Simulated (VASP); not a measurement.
**Hf5O9 (a cell with a defect): single point with PBE**

Hf5O9 (a cell with a defect):

```
Hf O
1.0
    -5.09814    0.00000    0.00000
    -2.54907    5.09814   -2.54907
    -2.54907   -2.54907   -5.09814
Hf O
5 9
Direct
  0.80000 0.80000 0.60000
  0.60000 0.60000 0.20000
  0.40000 0.40000 0.80000
  0.20000 0.20000 0.40000
  0.00000 0.00000 0.00000
  0.05000 0.30000 0.10000
  0.85000 0.10000 0.70000
  0.65000 0.90000 0.30000
  0.45000 0.70000 0.90000
  0.95000 0.70000 0.90000
  0.75000 0.50000 0.50000
  0.55000 0.30000 0.10000
  0.38270 0.10000 0.70000
  0.15000 0.90000 0.30000
```

This cell differs from its parent crystal: atoms taken out, atom 13 moved 0.000 of the way to it and -0.167 Å across, host rigid.

```json
{
  "Program": "VASP 6.6.1",
  "Task": "single point",
  "Functional": "PBE",
  "Potentials or basis": "VASP PAW PBE potentials, release 64 (Hf_pv, O)",
  "Cutoff": "520 eV",
  "k mesh": "4 × 4 × 4",
  "Occupations": "gaussian, width 0.05 eV",
  "Spin": "no spin polarisation"
}
```

```
Largest force : 4.477 eV/Å
```

Forces on the atoms (eV/Å):
```
Hf   2.002  2.530 -2.515
Hf  -2.239  2.674  2.713
Hf  -2.467 -2.462 -2.810
Hf   2.303 -2.647  2.696
Hf  -0.062 -0.057  0.058
O   -0.005 -0.172 -0.157
O   -1.456  0.112 -0.092
O    0.079 -0.044  0.121
O   -0.035  0.196  0.019
O    0.390 -0.473  1.832
O   -0.056 -0.005  0.057
O    0.386  0.409 -1.900
O    1.628  1.753  0.433
O   -0.468 -1.815 -0.457
```

Levels at points of the mesh, in eV from the Fermi level:
```tsv
k point	band 48	band 49	band 50	band 51	band 52	band 53	band 54	band 55
(0.00, 0.00, 0.00)	-1.04	-0.79	-0.76	-0.65	0.40	3.56	3.66	3.72
(0.50, 0.00, 0.00)	-1.37	-1.13	-1.10	-0.94	1.34	3.27	3.66	3.80
(0.50, 0.50, 0.00)	-1.41	-1.17	-1.08	-0.91	1.33	3.27	3.62	3.81
(0.50, 0.50, 0.50)	-1.47	-1.16	-1.05	-0.92	1.31	3.20	3.72	3.77
(0.50, 0.00, 0.50)	-1.42	-1.12	-1.06	-0.97	1.35	3.28	3.59	3.84
(0.00, 0.50, 0.00)	-0.76	-0.68	-0.64	-0.46	0.69	3.17	3.33	3.86
(0.00, 0.00, 0.50)	-0.77	-0.65	-0.59	-0.40	0.63	3.20	3.32	3.86
(0.00, 0.50, 0.50)	-0.94	-0.90	-0.84	-0.27	1.29	3.31	3.41	3.42
```

Wall time 4.5 min on 1 thread of Intel(R) Xeon(R) Platinum 8559C (Emerald Rapids), with other jobs on the host, peak memory 0.45 GiB.

Caveat: the cell carries a net charge on a neutralising background, which shifts energy and pressure; the cell differs from its parent crystal (atoms taken out, atom 13 moved 0.000 of the way to it and -0.167 Å across, host rigid); the cell is charged against a uniform background, so pressure and absolute levels hang on convention; spin-orbit coupling is left out, which moves the levels of the heavy elements.
